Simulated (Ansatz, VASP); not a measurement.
**Zr7Cl: VASP beside Ansatz**

```
Zr Cl
1.0
    -3.55373    3.55373    3.55373
     3.55373   -3.55373    3.55373
     3.55373    3.55373   -3.55373
Zr Cl
7 1
Direct
  0.00000 0.50000 0.50000
  0.50000 0.50000 0.00000
  0.50000 0.00000 0.50000
  0.00000 0.00000 0.50000
  0.00000 0.50000 0.00000
  0.50000 0.00000 0.00000
  0.50000 0.50000 0.50000
  0.00000 0.00000 0.00000
```

Change from the starting cell: species swapped into the Fe7Co type (Im-3m, No. 229).

Alike in both runs: functional PBE; k mesh 4 × 4 × 4; occupations gaussian, width 0.1 eV; no spin polarisation.

Ansatz relaxed the structure, and its values are those at the end. VASP's run is a single point on that final structure, the one shown.

|  | VASP | Ansatz |
| --- | --- | --- |
| version | VASP 6.6.1 | Ansatz 0.2.0 |
| potentials or method | VASP PAW PBE potentials, release 64 (Zr_sv, Cl), cutoff 520 eV | scalar-relativistic, plane waves, PAW |
| valence electrons in the cell | 91 | 91 |

VASP gave:

* gap on the k mesh at the Fermi level (eV): none
* pressure (GPa): 0.1

Question: Estimate Ansatz's values.

Answer: gap on the k mesh at the Fermi level (eV): none; pressure (GPa): 0.0.

A gap of «none» marks a metal or a gap that the smearing closes. The functional is the same, so the differences come from potentials, cutoffs and numerics.
